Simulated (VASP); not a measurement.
# MgS (P6_3mc) in VASP: further runs

The runs below take MgS through single point, with PBEsol.

All numbers are computed with VASP 6.6.1; they aren't measurements. Logs are shortened: lines on timing, memory, paths and dates and some standing lists are left out, and cuts for length are marked.

### 1 The cell of the first run

It takes space group P6_3mc (No. 186, hexagonal). The conventional cell has a = 3.952 Å, b = 3.952 Å, c = 6.301 Å, α = 90.00°, β = 90.00°, γ = 120.00°. Within 3.2 Å of S (site symmetry 3m) lie 4 Mg at 2.40 to 2.42 Å. Mg (site symmetry 3m) has 4 S at 2.40 to 2.42 Å within 3.2 Å.

### 2 Single point, PBEsol (21.31 Å³/atom)

Contents of INCAR:

```
SYSTEM = MgS
PREC = Accurate
ENCUT = 520
EDIFF = 1E-6
ISMEAR = -1
SIGMA = 0.05
LREAL = .FALSE.
LASPH = .TRUE.
NELM = 100
ALGO = Normal
ISIF = 2
LWAVE = .FALSE.
LCHARG = .FALSE.
GGA = PS
NBANDS = 16
```

Contents of KPOINTS:

```
regular mesh
0
G
  8 8 4
  0 0 0
```

Contents of POSCAR:

```
MgS
1.0
    3.9522600636      0.0000000000      0.0000000000
   -1.9761300318      3.4227576175      0.0000000000
    0.0000000000      0.0000000000      6.3009860259
S Mg
2 2
Direct
    0.6666666667      0.3333333333      0.8792441500
    0.3333333333      0.6666666667      0.3792441500
    0.3333333333      0.6666666667      0.9957548500
    0.6666666667      0.3333333333      0.4957548500
```

Potentials or basis: VASP PAW PBE potentials, release 64 (S, Mg).

Command:

```
> cat potpaw_PBE.64/S/POTCAR potpaw_PBE.64/Mg/POTCAR > POTCAR
> mpirun -np 1 vasp_std > vasp.out
```

OUTCAR:

```text
SYSTEM = MgS
   PREC = Accurate
   ENCUT = 520
   EDIFF = 1E-6
   ISMEAR = -1
   LREAL = .FALSE.
   LASPH = .TRUE.
   NELM = 100
   ISIF = 2
   GGA = PS

 ion  position               nearest neighbor table
   1  0.667  0.333  0.879-   3 2.40   3 2.40   3 2.40   4 2.42
   2  0.333  0.667  0.379-   4 2.40   4 2.40   4 2.40   3 2.42
   3  0.333  0.667  0.996-   1 2.40   1 2.40   1 2.40   2 2.42
   4  0.667  0.333  0.496-   2 2.40   2 2.40   2 2.40   1 2.42

  LATTYP: Found a hexagonal cell.
 ALAT       =     3.9522600636
 C/A-ratio  =     1.5942741430

  Lattice vectors:

 A1 = (   3.9522600636,   0.0000000000,   0.0000000000)
 A2 = (  -1.9761300318,   3.4227576175,   0.0000000000)
 A3 = (   0.0000000000,   0.0000000000,   6.3009860259)

Analysis of symmetry for initial positions (statically):
=====================================================================
 Subroutine PRICEL returns:
 Original cell was already a primitive cell.

 Routine SETGRP: Setting up the symmetry group for a
 hexagonal supercell.

 Subroutine GETGRP returns: Found 12 space group operations
 (whereof  6 operations were pure point group operations)
 out of a pool of 24 trial point group operations.

The static configuration has the point symmetry C_3v.
 The point group associated with its full space group is C_6v.

Analysis of symmetry for dynamics (positions and initial velocities):
=====================================================================
 Subroutine PRICEL returns:
 Original cell was already a primitive cell.

 Routine SETGRP: Setting up the symmetry group for a
 hexagonal supercell.

 Subroutine GETGRP returns: Found 12 space group operations
 (whereof  6 operations were pure point group operations)
 out of a pool of 24 trial point group operations.

The dynamic configuration has the point symmetry C_3v.
 The point group associated with its full space group is C_6v.

 Subroutine INISYM returns: Found 12 space group operations
 (whereof  6 operations are pure point group operations),
 and found     1 'primitive' translations

----------------------------------------------------------------------------------------

                                     Primitive cell

  volume of cell :      85.2374

  direct lattice vectors                    reciprocal lattice vectors
     3.952260064  0.000000000  0.000000000     0.253019787  0.146081042  0.000000000
    -1.976130032  3.422757617  0.000000000     0.000000000  0.292162084  0.000000000
     0.000000000  0.000000000  6.300986026     0.000000000  0.000000000  0.158705319

  length of vectors
     3.952260064  3.952260064  6.300986026     0.292162084  0.292162084  0.158705319

  position of ions in fractional coordinates (direct lattice)
     0.666666667  0.333333333  0.879244150
     0.333333333  0.666666667  0.379244150
     0.333333333  0.666666667  0.995754850
     0.666666667  0.333333333  0.495754850

  ion indices of the primitive-cell ions
   primitive index   ion index
                 1           1
                 2           2
                 3           3
                 4           4

----------------------------------------------------------------------------------------

 KPOINTS: regular mesh

Automatic generation of k-mesh.
 Grid dimensions read from file:
 generate k-points for:    8    8    4

 Generating k-lattice:

  Cartesian coordinates                     Fractional coordinates (reciprocal lattice)
     0.031627473  0.018260130  0.000000000     0.125000000  0.000000000  0.000000000
     0.000000000  0.036520261  0.000000000     0.000000000  0.125000000  0.000000000
     0.000000000  0.000000000  0.039676330     0.000000000  0.000000000  0.250000000

  Length of vectors
     0.036520261  0.036520261  0.039676330

  Shift w.r.t. Gamma in fractional coordinates (k-lattice)
     0.000000000  0.000000000  0.000000000

 Subroutine IBZKPT returns following result:
 ===========================================

 Found     30 irreducible k-points:

 Following reciprocal coordinates:
            Coordinates               Weight
  0.000000  0.000000  0.000000      1.000000
  0.125000  0.000000  0.000000      6.000000
  0.250000  0.000000  0.000000      6.000000
  0.375000  0.000000  0.000000      6.000000
  0.500000  0.000000  0.000000      3.000000
  0.125000  0.125000  0.000000      6.000000
[... 16 lines left out ...]
  0.250000  0.000000  0.500000      6.000000
  0.375000  0.000000  0.500000      6.000000
 [... further k-points ...]
   k-points           NKPTS =     30   k-points in BZ     NKDIM =     30   number of bands    NBANDS=     16
   number of dos      NEDOS =    301   number of ions     NIONS =      4
   total plane-waves  NPLWV =  43200
   dimension x,y,z NGX =    30 NGY =   30 NGZ =   48
   dimension x,y,z NGXF=    60 NGYF=   60 NGZF=   96
   ions per type =               2   2
   NGX,Y,Z   is equivalent  to a cutoff of  12.62, 12.62, 12.66 a.u.
   NGXF,Y,Z  is equivalent  to a cutoff of  25.24, 25.24, 25.33 a.u.
 SYSTEM =  MgS
   PREC   = accura    normal or accurate (medium, high low for compatibility)
   ISTART =      0    job   : 0-new  1-cont  2-samecut
   ICHARG =      2    charge: 1-file 2-atom 10-const
   ISPIN  =      1    spin polarized calculation?
   LNONCOLLINEAR =      F non collinear calculations
   LSORBIT =      F    spin-orbit coupling
   LASPH  =      T    aspherical Exc in radial PAW
   ENCUT  =  520.0 eV  38.22 Ry    6.18 a.u.   7.35  7.35 11.72*2*pi/ulx,y,z
   NELM   =    100;   NELMIN=  2; NELMDL= -5     # of ELM steps
   EDIFF  = 0.1E-05   stopping-criterion for ELM
   LREAL  =      F    real-space projection
   EDIFFG = 0.1E-04   stopping-criterion for IOM
   NSW    =      0    number of steps for IOM
   IBRION =     -1    ionic relax: 0-MD 1-quasi-New 2-CG
   NFREE  =      0    steps in history (QN), initial steepest desc. (CG)
   ISIF   =      2    stress and relaxation
   ISYM   =      2    0-nonsym 1-usesym 2-fastsym
   POTIM  = 0.5000    time-step for ionic-motion
   TEBEG  =    0.0;   TEEND  =   0.0 temperature during run
   PSTRESS=    0.0 pullay stress
   NELECT =      16.0000    total number of electrons
   NUPDOWN=      -1.0000    fix difference up-down
   EMIN   =  10.00;   EMAX   =-10.00  energy-range for DOS
   EFERMI =   0.00;   METHOD = LEGACY
   ISMEAR =    -1;   SIGMA  =   0.05  broadening in eV -4-tet -1-fermi 0-gaus
   EFERMI_NEDOS =   21; number of points for ismear=-14 and -15
   IALGO  =     38    algorithm
   IMIX   =      4    mixing-type and parameters
     AMIX     =   0.40;   BMIX     =  1.00
     AMIX_MAG =   1.60;   BMIX_MAG =  1.00
  volume/ion in A,a.u.               =      21.31       143.80
  Fermi-wavevector in a.u.,A,eV,Ry     =   0.937356  1.771347 11.954583  0.878637
  Thomas-Fermi vector in A             =   2.064459
   LORBIT       =      0    0 simple, 1 ext, 2 COOP (PROOUT), +10 PAW based schemes
   GGA     = PS    functional components
   LHFCALC =     F    Hartree Fock is set to
   AEXX    =    0.0000 exact exchange contribution
   IVDW    =     0    specifies the selected vdW correction
   LEPSILON=     F    determine dielectric tensor
   LRPA    =     F    only Hartree local field effects (RPA)
 non-spin polarized calculation
  energy-cutoff  :      520.00
  volume of cell :       85.24
 maximum number of plane-waves:      2340
 NGX is ok and might be reduce to    30
   NGX = 15   NGY = 15   NGZ = 23

 number of electron      15.9999998 magnetization

 Free energy of the ion-electron system (eV)
  ---------------------------------------------------
  ext. energy  EPLUGINS =         0.00000000
  ---------------------------------------------------
  free energy    TOTEN  =       -17.82002466 eV

  energy without entropy =      -17.82002466  energy(sigma->0) =      -17.82002466

 E-fermi :   2.5419     XC(G=0):  -8.8116

 val. band max:        1.5465353759   @ k =   0.0000   0.0000   0.0000
 cond. band min:       5.1221410334   @ k =   0.0000   0.0000   0.0000
 fundamental gap:      3.5756056574
 Fermi energy:         2.5418774691

 k-point     1 :       0.0000    0.0000    0.0000
  band No.  band energies     occupation
      1     -10.0944      2.00000
      2      -9.2460      2.00000
      3      -1.9634      2.00000
      4       0.9208      2.00000
      5       0.9208      2.00000
      6       1.3728      2.00000
[... 8 lines left out ...]
     15      10.1235      0.00000
     16      10.8728      0.00000

 k-point     2 :       0.1250    0.0000    0.0000
  band No.  band energies     occupation
      1     -10.0073      2.00000
      2      -9.2025      2.00000
      3      -1.8320      2.00000
      4       0.4091      2.00000
      5       0.7815      2.00000
      6       0.8402      2.00000
[... 8 lines left out ...]
     15      10.1568      0.00000
     16      10.3390      0.00000

 k-point     3 :       0.2500    0.0000    0.0000
  band No.  band energies     occupation
      1      -9.7736      2.00000
      2      -9.1039      2.00000
      3      -1.4625      2.00000
      4      -0.5843      2.00000
      5      -0.0772      2.00000
      6       0.5047      2.00000
[... 8 lines left out ...]
     15      10.3613      0.00000
     16      10.7048      0.00000

 k-point     4 :       0.3750    0.0000    0.0000
  band No.  band energies     occupation
      1      -9.4832      2.00000
      2      -9.0347      2.00000
      3      -1.4305      2.00000
      4      -0.9214      2.00000
      5      -0.7680      2.00000
      6       0.2748      2.00000
[... 8 lines left out ...]
     15      10.5044      0.00000
     16      12.3810      0.00000

 k-point     5 :       0.5000    0.0000    0.0000
  band No.  band energies     occupation
      1      -9.3210      2.00000
      2      -9.0388      2.00000
      3      -1.7233      2.00000
      4      -1.0867      2.00000
      5      -0.5136      2.00000
      6       0.1886      2.00000
[... 8 lines left out ...]
     15      10.7130      0.00000
     16      12.8251      0.00000

 k-point     6 :       0.1250    0.1250    0.0000
  band No.  band energies     occupation
      1      -9.8464      2.00000
      2      -9.1312      2.00000
      3      -1.5800      2.00000
      4      -0.1572      2.00000
      5      -0.0278      2.00000
      6       0.6682      2.00000
[... 8 lines left out ...]
     15      10.3339      0.00000
     16      10.5340      0.00000
[... 267 lines left out ...]
 k-point    21 :       0.0000    0.0000    0.5000
  band No.  band energies     occupation
      1      -9.7095      2.00000
      2      -9.7095      2.00000
      3      -0.5265      2.00000
      4      -0.5265      2.00000
      5       1.1389      2.00000
      6       1.1389      2.00000
[... 8 lines left out ...]
     15       9.2834      0.00000
     16       9.2834      0.00000

 k-point    22 :       0.1250    0.0000    0.5000
  band No.  band energies     occupation
      1      -9.6395      2.00000
      2      -9.6395      2.00000
      3      -0.5949      2.00000
      4      -0.5949      2.00000
      5       0.8370      2.00000
      6       0.8370      2.00000
[... 8 lines left out ...]
     15       9.6915      0.00000
     16       9.6915      0.00000

 k-point    23 :       0.2500    0.0000    0.5000
  band No.  band energies     occupation
      1      -9.4602      2.00000
      2      -9.4602      2.00000
      3      -0.9952      2.00000
      4      -0.9952      2.00000
      5       0.5472      2.00000
      6       0.5472      2.00000
[... 8 lines left out ...]
     15      10.3562      0.00000
     16      10.3562      0.00000

 k-point    24 :       0.3750    0.0000    0.5000
  band No.  band energies     occupation
      1      -9.2636      2.00000
      2      -9.2636      2.00000
      3      -1.5765      2.00000
      4      -1.5765      2.00000
      5       0.6004      2.00000
      6       0.6004      2.00000
[... 8 lines left out ...]
     15      10.8704      0.00000
     16      10.8704      0.00000

 [... further k-points ...]

------------------------ aborting loop because EDIFF is reached ----------------------------------------

  FORCE on cell =-STRESS in cart. coord.  units (eV):
  Direction    XX          YY          ZZ          XY          YZ          ZX
  --------------------------------------------------------------------------------------
  -------------------------------------------------------------------------------------
  Total        2.0227552      2.0227552      1.6839220      0.0000000     -0.0000000      0.0000000
  in kB       38.0210182     38.0210182     31.6520893      0.0000000     -0.0000000      0.0000000
  external PRESSURE =      35.8980419 kB  Pullay stress =       0.0000000 kB

 VOLUME and BASIS-vectors are now :
 -----------------------------------------------------------------------------
  energy-cutoff  :      520.00
  volume of cell :       85.24
      direct lattice vectors                 reciprocal lattice vectors
     3.952260064  0.000000000  0.000000000     0.253019787  0.146081042  0.000000000
    -1.976130032  3.422757617  0.000000000     0.000000000  0.292162084  0.000000000
     0.000000000  0.000000000  6.300986026     0.000000000  0.000000000  0.158705319

 POSITION                                       TOTAL-FORCE (eV/Angst)
 -----------------------------------------------------------------------------------
      1.97613      1.14092      5.54011         0.000000     -0.000000     -0.037385
     -0.00000      2.28184      2.38961        -0.000000      0.000000     -0.037385
     -0.00000      2.28184      6.27424         0.000000     -0.000000      0.037385
      1.97613      1.14092      3.12374        -0.000000      0.000000      0.037385
 -----------------------------------------------------------------------------------
    total drift:                                0.000000     -0.000000     -0.000395

  FREE ENERGIE OF THE ION-ELECTRON SYSTEM (eV)
  ---------------------------------------------------
  free  energy   TOTEN  =       -17.8200246603 eV

  energy  without entropy=      -17.8200246602  energy(sigma->0) =      -17.82002466
```

Wall time 39 s (1 thread of AMD EPYC 7R43 (Zen 3), shared host); peak memory 0.16 GiB.

What came out:

| Property | Result |
| --- | --- |
| Free energy | -17.8200 eV |
| Pressure | 3.6 GPa |
| Largest force | 0.037 eV/Å |
| Band gap on the k mesh | 3.58 eV |

Forces on the atoms (eV/Å):
```
S    0.000  0.000 -0.037
S    0.000  0.000 -0.037
Mg   0.000  0.000  0.037
Mg   0.000  0.000  0.037
```

Caveat: the cell stands under pressure; the PAW data sets were made with another functional, which shifts forces and pressure a little.

### 3 Single point, PBEsol (22.22 Å³/atom)

This run uses another cell than the first one, of 22.22 Å³/atom.

Contents of INCAR:

```
ALGO = Normal ; EDIFF = 1E-6
ENCUT = 520 ; GGA = PS
ISIF = 2 ; ISMEAR = -1
LASPH = True ; LCHARG = False
LREAL = False ; LWAVE = False
NBANDS = 16 ; NELM = 60
PREC = Accurate ; SIGMA = 0.05
```

Contents of KPOINTS:

```
k-points
0
Gamma
  8 8 4
```

Contents of POSCAR:

```
MgS
1.0
    4.0075435882      0.0000000000      0.0000000000
   -2.0037717941      3.4706345542      0.0000000000
    0.0000000000      0.0000000000      6.3891231196
S Mg
2 2
Direct
    0.6666666667      0.3333333333      0.8792441500
    0.3333333333      0.6666666667      0.3792441500
    0.3333333333      0.6666666667      0.9957548500
    0.6666666667      0.3333333333      0.4957548500
```

Potentials or basis: VASP PAW PBE potentials, release 64 (S, Mg).

Command:

```
> cat potpaw_PBE.64/S/POTCAR potpaw_PBE.64/Mg/POTCAR > POTCAR
> mpirun -np 1 vasp_std > vasp.out
```

Wall time 44 s (1 thread of AMD EPYC 7R43 (Zen 3), shared host); peak memory 0.17 GiB.

The run converged. Its results:

- Free energy: -17.8692 eV
- Pressure: 0.8 GPa
- Largest force: 0.043 eV/Å
- Band gap on the k mesh: 3.37 eV

Forces on the atoms (eV/Å):
```
S    0.000  0.000 -0.043
S    0.000  0.000 -0.043
Mg   0.000  0.000  0.043
Mg   0.000  0.000  0.043
```

Stress tensor (GPa, compression positive):
```
0.93 0.00 0.00
0.00 0.93 0.00
0.00 0.00 0.51
```

Levels at points of the mesh, in eV from the valence-band top:
```csv
k point,band 6,band 7,band 8,band 9,band 10,band 11
"(0.00, 0.00, 0.00)",-0.17,-0.17,0.00,3.37,4.62,7.42
"(0.50, 0.00, 0.00)",-1.30,-0.98,-0.49,4.59,5.07,5.75
"(0.00, 0.00, 0.50)",-0.39,-0.39,-0.39,4.86,4.86,7.56
"(0.50, 0.00, 0.50)",-0.93,-0.84,-0.84,4.51,4.51,6.22
```

Caveat: the PAW data sets were made with another functional, which shifts forces and pressure a little.

### 4 Single point, PBEsol (23.12 Å³/atom)

This run uses another cell than the first one, of 23.12 Å³/atom.

Contents of INCAR:

```
ALGO = Normal
EDIFF = 1E-7
ENCUT = 520
GGA = PS
ISIF = 2
ISMEAR = -1
LASPH = True
LCHARG = True
LELF = True
LREAL = False
LVHAR = True
LWAVE = False
NBANDS = 16
NELM = 60
PREC = Accurate
SIGMA = 0.05
```

KPOINTS is that of step 3.

Contents of POSCAR:

```
MgS
1.0
    4.0613425392      0.0000000000      0.0000000000
   -2.0306712696      3.5172258124      0.0000000000
    0.0000000000      0.0000000000      6.4748933962
S Mg
2 2
Direct
    0.6666666667      0.3333333333      0.8792441500
    0.3333333333      0.6666666667      0.3792441500
    0.3333333333      0.6666666667      0.9957548500
    0.6666666667      0.3333333333      0.4957548500
```

Command:

```
> cat potpaw_PBE.64/S/POTCAR potpaw_PBE.64/Mg/POTCAR > POTCAR
> mpirun -np 1 vasp_std > vasp.out
```

Run time: 52 s. Hardware: 1 thread of AMD EPYC 7R43 (Zen 3), shared host; peak memory 0.17 GiB.

It converged, with:

```
Free energy            : -17.8611 eV
Pressure               : -1.5 GPa
Largest force          : 0.047 eV/Å
Band gap on the k mesh : 3.18 eV
```

Forces on the atoms (eV/Å):
```
S    0.000  0.000 -0.047
S    0.000  0.000 -0.047
Mg   0.000  0.000  0.047
Mg   0.000  0.000  0.047
```

Stress tensor (GPa, compression positive):
```
-1.40  0.00  0.00
 0.00 -1.40  0.00
 0.00  0.00 -1.65
```

Levels at points of the mesh, in eV from the valence-band top:
| k point | band 4 | band 5 | band 6 | band 7 | band 8 | band 9 | band 10 | band 11 | band 12 | band 13 |
| --- | --- | --- | --- | --- | --- | --- | --- | --- | --- | --- |
| (0.00, 0.00, 0.00) | -0.58 | -0.58 | -0.16 | -0.16 | 0.00 | 3.18 | 4.49 | 7.35 | 7.35 | 8.09 |
| (0.50, 0.00, 0.00) | -2.44 | -1.87 | -1.24 | -0.93 | -0.47 | 4.57 | 5.04 | 5.62 | 7.37 | 8.06 |
| (0.00, 0.00, 0.50) | -1.92 | -0.37 | -0.37 | -0.37 | -0.37 | 4.68 | 4.68 | 7.41 | 7.41 | 7.49 |
| (0.50, 0.00, 0.50) | -3.10 | -0.89 | -0.89 | -0.80 | -0.80 | 4.47 | 4.47 | 6.15 | 6.15 | 9.07 |

Caveat: the PAW data sets were made with another functional, which shifts forces and pressure a little.

### 5 Overview

```tsv
cell	gap on the mesh (eV)	pressure (GPa)	largest force (eV/Å)
a = 3.952, b = 3.952, c = 6.301 Å, angles 90.0, 90.0, 120.0°, 4 atoms	3.58	3.6	0.04
a = 4.008, b = 4.008, c = 6.389 Å, angles 90.0, 90.0, 120.0°, 4 atoms	3.37	0.8	0.04
a = 4.061, b = 4.061, c = 6.475 Å, angles 90.0, 90.0, 120.0°, 4 atoms	3.18	-1.5	0.05
```

Alike in all rows: task single point; level PBEsol; potentials or basis VASP PAW PBE potentials, release 64 (S, Mg); no spin polarisation; k mesh 8 × 8 × 4; cutoff (eV) 520; smearing fermi-dirac 0.05 eV.

Caveats: the PAW data sets were made with another functional, which shifts forces and pressure a little; the cell stands under pressure (at least some runs).

Absolute energies hang on the potentials; compare differences alone.
